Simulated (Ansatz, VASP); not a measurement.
**W: VASP beside Ansatz**

```
W
1.0
    -1.59730    1.59730   -1.59730
    -1.59730   -1.59730    1.59730
     0.00000    7.18785    5.59055
W
4
Direct
  0.78125 0.21875 0.87500
  0.46875 0.53125 0.12500
  0.90625 0.09375 0.37500
  0.34375 0.65625 0.62500
```

Alike in both runs: task single point; functional PBE; k mesh 18 × 18 × 5; occupations gaussian, width 0.15 eV; no spin polarisation.

|  | VASP | Ansatz |
| --- | --- | --- |
| version | VASP 6.6.1 | Ansatz 0.2.0 |
| potentials or method | VASP PAW PBE potentials, release 64 (W_sv), cutoff 520 eV | scalar-relativistic, plane waves, PAW |
| valence electrons in the cell | 56 | 56 |

|  | VASP | Ansatz | Ansatz less VASP |
| --- | --- | --- | --- |
| gap on the k mesh at the Fermi level (eV) | none | none | - |
| pressure (GPa) | 2.2 | 1.6 | -0.53 |
| traceless stress, the component that is largest in VASP (GPa) | 7.27 | 7.12 | -0.141 |
| rms of the force components (eV/Å) | 0.659 | 0.648 | -0.0109 |

Atom by atom the forces differ by 0.012 eV/Å (rms over components). A gap of «none» marks a metal or a gap that the smearing closes. With one functional, cell and mesh, what is left measures potentials, basis and numerics.

Neither program's run includes spin-orbit coupling.
